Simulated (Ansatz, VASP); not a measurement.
# LiLuC: VASP beside Ansatz

INCAR

```
SYSTEM = LiLuC
  ALGO = Normal
  EDIFF = 1E-7
  EDIFFG = -0.04
  ENCUT = 600
  GGA = PE
  IBRION = 2
  ISIF = 3
  ISMEAR = 0
  LASPH = .True.
  LCHARG = .False.
  LREAL = .False.
  LWAVE = .False.
  NELM = 80
  NSW = 90
  PREC = Accurate
  SIGMA = 0.1
```

KPOINTS

```
k-points
0
Gamma
  6 6 6
  0 0 0
```

POSCAR

```
LiLuC
1.0
    3.5100309900      0.0000000000      0.0000000000
    0.0000000000      3.5341742200      0.0000000000
    0.0000000000      0.0000000000      3.5612383100
Li Lu C
1 1 1
Direct
    0.5000000000      0.5000000000      0.5000000000
    0.0000000000      0.0000000000      0.0000000000
    0.5000000000      0.5000000000      0.0000000000
```

Input for Ansatz:

```yaml
crystal:
  lattice:
    - [3.51003099, 0.0, 0.0]
    - [0.0, 3.53417422, 0.0]
    - [0.0, 0.0, 3.56123831]
  atoms:
    - { symbol: Li, position: [0.5, 0.5, 0.5] }
    - { symbol: Lu, position: [0.0, 0.0, 0.0] }
    - { symbol: C, position: [0.5, 0.5, 0.0] }
basis:
  ecutwfc: 420
kpoints:
  mp_grid: { grid: [6, 6, 6] }
hamiltonian:
  xc: pbe
scf:
  occupations: { method: gaussian, width: 0.1 }
  lower_state_search: "off"
output:
  forces: true
  stress: true
  eigenvalues: true
relax:
  adjacent_minimum: "off"
  f_tol: 0.04
  max_steps: 70
  cell: { stress_tol: 0.4 }
```

Change from the starting cell: species swapped into the TbCoC type (Pmmm, No. 47).

Alike in both runs: task relaxation of cell and atoms; functional PBE; k mesh 6 × 6 × 6; occupations gaussian, width 0.1 eV; no spin polarisation.

|  | VASP | Ansatz |
| --- | --- | --- |
| version | VASP 6.6.1 | Ansatz 0.2.0 |
| potentials or method | VASP PAW PBE potentials, release 64 (Li_sv, Lu, C), cutoff 600 eV | scalar-relativistic, plane waves, PAW |
| valence electrons in the cell | 32 | 32 |

```tsv
	VASP	Ansatz	Ansatz less VASP
gap on the k mesh at the Fermi level, each at its own relaxed structure (eV)	none	none	-
relaxed volume (Å³/atom)	16.47	16.48	+0.001
relaxed length of the cell vector where the two differ most in proportion (Å)	4.242	4.262	+0.0201
```

A gap of «none» marks a metal or a gap that the smearing closes.

Spin-orbit coupling is off throughout. Noted on VASP's run: the cutoff is under 1.25 times that of the potentials, so the pressure is a little rough.
